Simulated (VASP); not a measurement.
Set up this calculation in VASP 6.6.1, as the native input.

* Task: single point
* Functional: PBE
* Potentials or basis: VASP PAW PBE potentials, release 64 (K_sv)
* Cutoff: 520 eV
* k mesh: 9 × 9 × 9
* Occupations: fermi-dirac, width 0.1 eV
* Spin: no spin polarisation
* Dipole correction: no
* Further INCAR settings: ALGO = Normal; EDIFF = 1e-06; NBANDS = 10

The structure of K lies in POSCAR:

```
K
1.0
    0.0000000000      3.1950634108      3.1950634108
    3.1950634108      0.0000000000      3.1950634108
    3.1950634108      3.1950634108      0.0000000000
K
1
Direct
    0.0000000000      0.0000000000      0.0000000000
```

This isn't the form of K at room conditions, which is bcc.

These files were run (other wordings do the same):

INCAR

```
SYSTEM = K
ALGO     = Normal         ! electronic algorithm
EDIFF    = 1E-6           ! SCF threshold, eV
ENCUT    = 520            ! plane-wave cutoff, eV
GGA      = PE             ! functional
ISIF     = 2              ! what is computed and relaxed
ISMEAR   = -1             ! smearing method
LASPH    = .TRUE.         ! aspherical terms in the spheres
LCHARG   = .FALSE.        ! write CHGCAR
LREAL    = .FALSE.        ! projectors in reciprocal space
LWAVE    = .FALSE.        ! write WAVECAR
NBANDS   = 10             ! bands
NELM     = 100            ! most SCF steps
PREC     = Accurate       ! precision mode
SIGMA    = 0.1            ! smearing width, eV
```

KPOINTS

```
k-points
0
G
  9 9 9
  0 0 0
```

Potentials or basis: VASP PAW PBE potentials, release 64 (K_sv).

Command:

```bash
$ cat potpaw_PBE.64/K_sv/POTCAR > POTCAR
$ mpirun -np 1 vasp_std > vasp.out
```

Results of the run:

The pressure is 0.6 GPa and the band gap on the k mesh is zero (an odd number of electrons rules out a gap without spin polarisation).

Wall time 19 s on 1 thread of Intel(R) Xeon(R) Platinum 8259CL CPU @ 2.50GHz (Skylake/Cascade Lake), on a shared host, peak memory 0.2 GiB.
